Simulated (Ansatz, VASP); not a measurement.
# BaTe in VASP and in Ansatz

```
CELL_PARAMETERS angstrom
0.00000 3.91646 3.91646
3.91646 0.00000 3.91646
3.91646 3.91646 0.00000
ATOMIC_POSITIONS crystal
Ba 0.00000 0.00000 0.00000
Te 0.25000 0.25000 0.25000
```

Alike in both runs: task electric field gradients; functional PBE; k mesh 11 × 11 × 11; occupations fermi-dirac, width 0.05 eV; no spin polarisation.

|  | VASP | Ansatz |
| --- | --- | --- |
| version | VASP 6.6.1 | Ansatz 0.2.0 |
| potentials or method | VASP PAW PBE potentials, release 64 (Ba_sv, Te) | PAW with Ansatz's default frozen-core files, scalar-relativistic |
| plane-wave cutoff (eV) | 520 | 420 |
| valence electrons in the cell | 16 | 26 |

|  | VASP | Ansatz | Ansatz less VASP |
| --- | --- | --- | --- |
| gap on the k mesh at the Fermi level (eV) | 2.59 | 2.58 | -0.011 |
| pressure (GPa) | 0.2 | 0.0 | -0.20 |

VASP's potentials hold 16 valence electrons a cell and Ansatz's 26, so a difference there can come from the potentials and not from the codes.

Neither program's run includes spin-orbit coupling.
